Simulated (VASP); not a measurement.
# GaN (P-6m2) in VASP: notebook, part 2 of 2

VASP 6.6.1. The steps go on from the part before.

## 3. Single point, PBE

This run uses another cell than the first one, of 10.32 Å³/atom, 1.020 times its volume.

The input, INCAR:

```
SYSTEM = GaN
ALGO = Normal ; EDIFF = 1E-7
ENCUT = 520 ; GGA = PE
ISIF = 2 ; ISMEAR = -1
LASPH = .TRUE. ; LCHARG = .FALSE.
LREAL = .FALSE. ; LWAVE = .FALSE.
NBANDS = 16 ; NELM = 60
PREC = Accurate ; SIGMA = 0.05
```

The input, KPOINTS:

```
k-points
0
G
  10 10 10
  0 0 0
```

The input, POSCAR:

```
GaN
1.0
    2.9806400000      0.0000000000      0.0000000000
   -1.4903200000      2.5813100000      0.0000000000
    0.0000000000      0.0000000000      2.6833700000
Ga N
1 1
Direct
    0.6666700000      0.3333300000      0.5000000000
    0.0000000000      0.0000000000      0.0000000000
```

Potentials or basis: VASP PAW PBE potentials, release 64 (Ga_d, N).

Run with:

```sh
> cat potpaw_PBE.64/Ga_d/POTCAR potpaw_PBE.64/N/POTCAR > POTCAR
> mpirun -np 1 vasp_std > vasp.out
```

OUTCAR:

```text
SYSTEM = GaN
   EDIFF = 1E-7
   ENCUT = 520
   GGA = PE
   ISIF = 2
   ISMEAR = -1
   LASPH = .TRUE.
   LREAL = .FALSE.
   NELM = 60
   PREC = Accurate

 ion  position               nearest neighbor table
   1  0.667  0.333  0.500-   2 2.18   2 2.18   2 2.18   2 2.18   2 2.18   2 2.18
   2  0.000  0.000  0.000-   1 2.18   1 2.18   1 2.18   1 2.18   1 2.18   1 2.18

  LATTYP: Found a hexagonal cell.
 ALAT       =     2.9806400000
 C/A-ratio  =     0.9002663857

  Lattice vectors:

 A1 = (   2.9806400000,   0.0000000000,   0.0000000000)
[... 625 lines left out ...]
      3      -7.3057      2.00000
      4      -7.2043      2.00000
      5      -7.1268      2.00000
      6      -6.7769      2.00000
[... 8 lines left out ...]
     15      25.4612      0.00000
     16      28.7953      0.00000

 [... further k-points ...]
[... 5 lines left out ...]
  --------------------------------------------------------------------------------------
  -------------------------------------------------------------------------------------
  Total        0.0993172      0.0993461      0.0594332      0.0000251      0.0000000      0.0000000
  in kB        7.7073453      7.7095914      4.6122172      0.0019449      0.0000000      0.0000000
  external PRESSURE =       6.6763846 kB  Pullay stress =       0.0000000 kB

 VOLUME and BASIS-vectors are now :
 -----------------------------------------------------------------------------
  energy-cutoff  :      520.00
  volume of cell :       20.65
      direct lattice vectors                 reciprocal lattice vectors
     2.980640000  0.000000000  0.000000000     0.335498416  0.193700098  0.000000000
    -1.490320000  2.581310000  0.000000000     0.000000000  0.387400196  0.000000000
     0.000000000  0.000000000  2.683370000     0.000000000  0.000000000  0.372665715

 POSITION                                       TOTAL-FORCE (eV/Angst)
 -----------------------------------------------------------------------------------
      1.49033      0.86043      1.34169        -0.000048      0.000028      0.000000
      0.00000      0.00000      0.00000         0.000048     -0.000028      0.000000
 -----------------------------------------------------------------------------------
    total drift:                                0.000001     -0.000001      0.000000

  FREE ENERGIE OF THE ION-ELECTRON SYSTEM (eV)
  ---------------------------------------------------
  free  energy   TOTEN  =       -10.2752179623 eV

  energy  without entropy=      -10.2717614793  energy(sigma->0) =      -10.27348972
```

OSZICAR:

```text
N       E                     dE             d eps       ncg     rms          rms(c)
DAV:   1     0.809277258543E+02    0.80928E+02   -0.88319E+03  6360   0.214E+03
DAV:   2    -0.692133338702E+01   -0.87849E+02   -0.81658E+02  7048   0.337E+02
DAV:   3    -0.121590083339E+02   -0.52377E+01   -0.52052E+01  6448   0.666E+01
DAV:   4    -0.122111636270E+02   -0.52155E-01   -0.52150E-01  7440   0.722E+00
DAV:   5    -0.122117600502E+02   -0.59642E-03   -0.59641E-03  6696   0.706E-01    0.740E+00
DAV:   6    -0.103264618522E+02    0.18853E+01   -0.43531E+00  8624   0.407E+01    0.263E+00
DAV:   7    -0.102950045107E+02    0.31457E-01   -0.25459E-01  6512   0.761E+00    0.158E+00
DAV:   8    -0.102781389402E+02    0.16866E-01   -0.73204E-02  6728   0.277E+00    0.841E-01
DAV:   9    -0.102751267549E+02    0.30122E-02   -0.44560E-03  6528   0.673E-01    0.232E-01
DAV:  10    -0.102752220564E+02   -0.95301E-04   -0.16726E-04  6952   0.149E-01    0.115E-01
DAV:  11    -0.102752178632E+02    0.41932E-05   -0.15107E-05  6672   0.367E-02    0.652E-03
DAV:  12    -0.102752182780E+02   -0.41481E-06   -0.10789E-06  8048   0.218E-02    0.552E-03
DAV:  13    -0.102752180040E+02    0.27406E-06   -0.14569E-07  5192   0.909E-03    0.955E-04
DAV:  14    -0.102752179623E+02    0.41681E-07   -0.35171E-08  3312   0.204E-03
   1 F= -.10275218E+02 E0= -.10273490E+02  d E =-.345648E-02
```

Wall time 27 s (1 thread of Intel Xeon Platinum 8488C (Sapphire Rapids), shared host); peak memory 0.18 GiB.

What came out:

* Free energy: -10.2752 eV
* Pressure: 0.7 GPa
* Band gap on the k mesh: zero (band 9 reaches 7.76 eV, above the bottom of band 10 at 6.72 eV)

Levels at points of the mesh, in eV from the Fermi level:
```tsv
k point	band 5	band 6	band 7	band 8	band 9	band 10	band 11	band 12	band 13	band 14
(0.00, 0.00, 0.00)	-14.60	-14.60	-1.24	-0.96	-0.96	-0.27	9.61	9.61	10.82	14.71
(0.50, 0.00, 0.00)	-14.62	-13.75	-8.60	-2.80	0.12	2.44	7.14	11.38	12.68	12.76
(0.50, 0.50, 0.00)	-14.62	-13.75	-8.60	-2.80	0.12	2.44	7.14	11.38	12.68	12.76
(0.00, 0.00, 0.50)	-14.78	-14.59	-9.27	-0.05	-0.05	5.31	5.83	12.46	12.46	16.96
(0.50, 0.00, 0.50)	-14.46	-11.74	-6.08	-5.36	-1.19	-0.67	7.26	7.85	7.96	13.92
(0.50, 0.50, 0.50)	-14.46	-11.74	-6.08	-5.36	-1.19	-0.67	7.26	7.85	7.96	13.92
```

## 4. Single point, PBE

This run uses another cell than the first one, of 10.53 Å³/atom, 1.041 times its volume.

The input, INCAR:

```
SYSTEM = GaN
ALGO = Normal
EDIFF = 1E-6
ENCUT = 520
GGA = PE
ISIF = 2
ISMEAR = -1
LASPH = .True.
LCHARG = .False.
LREAL = .False.
LWAVE = .False.
NBANDS = 16
NELM = 60
PREC = Accurate
SIGMA = 0.05
```

The input, KPOINTS:

```
k-points
0
Gamma
  10 10 10
  0 0 0
```

The input, POSCAR:

```
GaN
1.0
    3.0003799130      0.0000000000      0.0000000000
   -1.5001899565      2.5984052664      0.0000000000
    0.0000000000      0.0000000000      2.7011411802
Ga N
1 1
Direct
    0.6666700000      0.3333300000      0.5000000000
    0.0000000000      0.0000000000      0.0000000000
```

Run with:

```sh
> cat potpaw_PBE.64/Ga_d/POTCAR potpaw_PBE.64/N/POTCAR > POTCAR
> mpirun -np 1 vasp_std > vasp.out
```

Run time: 24 s. Hardware: 1 thread of Intel Xeon Platinum 8488C (Sapphire Rapids), shared host; peak memory 0.18 GiB.

The run converged. Its results:

```yaml
Free_energy: -10.2729 eV
Pressure: -2.6 GPa
Band_gap_on_the_k_mesh: zero (band 9 reaches 7.51 eV, above the bottom of band 10 at 6.45 eV)
```

Stress tensor (GPa, compression positive):
```
-2.17  0.00  0.00
 0.00 -2.17  0.00
 0.00  0.00 -3.57
```

Levels at points of the mesh, in eV from the Fermi level:
```tsv
k point	band 6	band 7	band 8	band 9	band 10	band 11	band 12	band 13
(0.00, 0.00, 0.00)	-14.57	-1.19	-0.92	-0.92	-0.41	9.52	9.52	10.77
(0.50, 0.00, 0.00)	-13.69	-8.45	-2.71	0.13	2.37	7.00	11.30	12.47
(0.50, 0.50, 0.00)	-13.69	-8.45	-2.71	0.13	2.37	7.00	11.30	12.47
(0.00, 0.00, 0.50)	-14.45	-9.12	-0.03	-0.03	5.18	5.72	12.27	12.27
(0.50, 0.00, 0.50)	-11.73	-5.95	-5.23	-1.19	-0.64	7.20	7.72	7.89
(0.50, 0.50, 0.50)	-11.73	-5.95	-5.23	-1.19	-0.64	7.20	7.72	7.89
```

## 5. Single point, PBE

This run uses another cell than the first one, of 10.74 Å³/atom, 1.061 times its volume.

The input, INCAR:

```
SYSTEM = GaN
PREC = Accurate
ENCUT = 520
EDIFF = 1E-6
ISMEAR = -1
SIGMA = 0.05
LREAL = .False.
LASPH = .True.
NELM = 60
ALGO = Normal
ISIF = 2
LWAVE = .False.
LCHARG = .False.
GGA = PE
NBANDS = 16
```

The input, KPOINTS:

```
regular mesh
0
Gamma
  10 10 10
  0 0 0
```

The input, POSCAR:

```
GaN
1.0
    3.0198634454      0.0000000000      0.0000000000
   -1.5099317227      2.6152785007      0.0000000000
    0.0000000000      0.0000000000      2.7186815494
Ga N
1 1
Direct
    0.6666700000      0.3333300000      0.5000000000
    0.0000000000      0.0000000000      0.0000000000
```

Run with:

```sh
> cat potpaw_PBE.64/Ga_d/POTCAR potpaw_PBE.64/N/POTCAR > POTCAR
> mpirun -np 1 vasp_std > vasp.out
```

Run time: 24 s. Hardware: 1 thread of Intel Xeon Platinum 8488C (Sapphire Rapids), shared host; peak memory 0.18 GiB.

Results (log left out):

```yaml
Free_energy: -10.2625 eV
Pressure: -5.6 GPa
Band_gap_on_the_k_mesh: zero (band 9 reaches 7.26 eV, above the bottom of band 10 at 6.19 eV)
```

Stress tensor (GPa, compression positive):
```
-4.80  0.00  0.00
 0.00 -4.80  0.00
 0.00  0.00 -7.15
```

Levels at points of the mesh, in eV from the Fermi level:
| k point | band 5 | band 6 | band 7 | band 8 | band 9 | band 10 | band 11 | band 12 | band 13 | band 14 |
| --- | --- | --- | --- | --- | --- | --- | --- | --- | --- | --- |
| (0.00, 0.00, 0.00) | -14.55 | -14.55 | -1.15 | -0.89 | -0.89 | -0.55 | 9.43 | 9.43 | 10.73 | 14.47 |
| (0.50, 0.00, 0.00) | -14.58 | -13.62 | -8.31 | -2.63 | 0.14 | 2.30 | 6.87 | 11.22 | 12.27 | 12.44 |
| (0.50, 0.50, 0.00) | -14.58 | -13.62 | -8.31 | -2.63 | 0.14 | 2.30 | 6.87 | 11.22 | 12.27 | 12.44 |
| (0.00, 0.00, 0.50) | -14.70 | -14.32 | -8.98 | -0.01 | -0.01 | 5.06 | 5.60 | 12.08 | 12.08 | 16.69 |
| (0.50, 0.00, 0.50) | -14.43 | -11.72 | -5.82 | -5.11 | -1.19 | -0.61 | 7.14 | 7.59 | 7.82 | 13.61 |
| (0.50, 0.50, 0.50) | -14.43 | -11.72 | -5.82 | -5.11 | -1.19 | -0.61 | 7.14 | 7.59 | 7.82 | 13.61 |

## 6. Single point, PBE

This run uses another cell than the first one, of 10.94 Å³/atom, 1.082 times its volume.

The input, INCAR:

```
SYSTEM = GaN
PREC     = Accurate       ! precision mode
ENCUT    = 520            ! plane-wave cutoff, eV
EDIFF    = 1E-6           ! SCF threshold, eV
ISMEAR   = -1             ! smearing method
SIGMA    = 0.05           ! smearing width, eV
LREAL    = .False.        ! projectors in reciprocal space
LASPH    = .True.         ! aspherical terms in the spheres
NELM     = 60             ! most SCF steps
ALGO     = Normal         ! electronic algorithm
ISIF     = 2              ! what is computed and relaxed
LWAVE    = .False.        ! write WAVECAR
LCHARG   = .False.        ! write CHGCAR
GGA      = PE             ! functional
NBANDS   = 16             ! bands
```

The input, KPOINTS:

```
Automatic mesh
0
Gamma
  10 10 10
  0 0 0
```

The input, POSCAR:

```
GaN
1.0
    3.0390987630      0.0000000000      0.0000000000
   -1.5195493815      2.6319367746      0.0000000000
    0.0000000000      0.0000000000      2.7359984593
Ga N
1 1
Direct
    0.6666700000      0.3333300000      0.5000000000
    0.0000000000      0.0000000000      0.0000000000
```

Potentials or basis: VASP PAW PBE potentials, release 64 (Ga_d, N).

Run with:

```sh
> cat potpaw_PBE.64/Ga_d/POTCAR potpaw_PBE.64/N/POTCAR > POTCAR
> mpirun -np 1 vasp_std > vasp.out
```

It took 25 s on 1 thread of Intel Xeon Platinum 8488C (Sapphire Rapids), shared host; peak memory 0.18 GiB.

Results (log left out):

```yaml
Free_energy: -10.2450 eV
Pressure: -8.2 GPa
Band_gap_on_the_k_mesh: zero (band 9 reaches 7.03 eV, above the bottom of band 10 at 5.94 eV)
```

Stress tensor (GPa, compression positive):
```
 -7.18   0.00   0.00
  0.00  -7.18   0.00
  0.00   0.00 -10.35
```

Levels at points of the mesh, in eV from the Fermi level:
```tsv
k point	band 7	band 8	band 9	band 10	band 11	band 12
(0.00, 0.00, 0.00)	-1.10	-0.86	-0.86	-0.68	9.34	9.34
(0.50, 0.00, 0.00)	-8.17	-2.55	0.15	2.23	6.74	11.14
(0.50, 0.50, 0.00)	-8.17	-2.55	0.15	2.23	6.74	11.14
(0.00, 0.00, 0.50)	-8.84	0.01	0.01	4.94	5.49	11.91
(0.50, 0.00, 0.50)	-5.70	-4.99	-1.19	-0.58	7.08	7.47
(0.50, 0.50, 0.50)	-5.70	-4.99	-1.19	-0.58	7.08	7.47
```

## 7. The runs side by side

| cell | gap on the mesh (eV) | pressure (GPa) |
| --- | --- | --- |
| a = 2.961, b = 2.961, c = 2.665 Å, angles 90.0, 90.0, 120.0°, 2 atoms | none | 4.4 |
| a = 2.981, b = 2.981, c = 2.683 Å, angles 90.0, 90.0, 120.0°, 2 atoms | none | 0.7 |
| a = 3.000, b = 3.000, c = 2.701 Å, angles 90.0, 90.0, 120.0°, 2 atoms | none | -2.6 |
| a = 3.020, b = 3.020, c = 2.719 Å, angles 90.0, 90.0, 120.0°, 2 atoms | none | -5.6 |
| a = 3.039, b = 3.039, c = 2.736 Å, angles 90.0, 90.0, 120.0°, 2 atoms | none | -8.2 |

Alike in all rows: task single point; level PBE; potentials or basis VASP PAW PBE potentials, release 64 (Ga_d, N); no spin polarisation; k mesh 10 × 10 × 10; cutoff (eV) 520; smearing fermi-dirac 0.05 eV.

Total energies depend on the potentials used, so only differences within one code and one set of settings carry meaning.
